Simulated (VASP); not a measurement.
Wanted: the native input for a VASP 6.6.1 run.

```yaml
Task: relaxation of cell and atoms
Functional: LDA
Potentials_or_basis: VASP PAW LDA potentials, release 64 (Li_sv, Cl)
Cutoff: 600 eV
k_mesh: 8 × 8 × 8
Occupations: fermi-dirac, width 0.02 eV
Spin: no spin polarisation
Dipole_correction: no
Further_INCAR_settings: ALGO = Normal; EDIFF = 1e-06; IBRION = 2; EDIFFG = -0.005; NSW = 80; ISIF = 3
```

The structure of LiCl lies in POSCAR:

```
LiCl
1.0
    0.0000000000      2.5751358487      2.5751358487
    2.5751358487      0.0000000000      2.5751358487
    2.5751358487      2.5751358487      0.0000000000
Li Cl
1 1
Direct
    0.0000000000      0.0000000000      0.0000000000
    0.5000000000      0.5000000000      0.5000000000
```

These files were run (other wordings do the same):

INCAR

```
ALGO = Normal
EDIFF = 1E-6
EDIFFG = -0.005
ENCUT = 600
GGA = CA
IBRION = 2
ISIF = 3
ISMEAR = -1
LASPH = True
LCHARG = False
LREAL = False
LWAVE = False
NELM = 60
NSW = 80
PREC = Accurate
SIGMA = 0.02
```

KPOINTS

```
k-points
0
Gamma
  8 8 8
```

Potentials or basis: VASP PAW LDA potentials, release 64 (Li_sv, Cl).

The run is started by

```sh
$ cat potpaw_LDA.64/Li_sv/POTCAR potpaw_LDA.64/Cl/POTCAR > POTCAR
$ mpirun -np 1 vasp_std > vasp.out
```

Results of the run:

```
Relaxed volume                         : 15.25 Å³/atom
Relaxed cell                           : a = 3.507 Å, b = 3.507 Å, c = 3.507 Å, α = 60.00°, β = 60.00°, γ = 60.00°
Space group after relaxing (to 0.05 Å) : Fm-3m (No. 225)
Energy gained by relaxing              : 22.6 meV/atom
Ionic steps                            : 4
Pressure after relaxing                : 0.0 GPa
Band gap on the k mesh                 : 6.52 eV, indirect (least direct gap 6.63 eV)
```

Caveat: the cutoff is under 1.25 times the usual one of these potentials, so pressure, stress and relaxed cells hold a basis-set (Pulay) error; the volume moved by -11 % from the deposited cell, more than functionals usually miss.

It took 14 s on 1 thread of AMD EPYC 9R45 96-Core Processor (Zen 5), with other jobs on the host, peak memory 0.12 GiB.
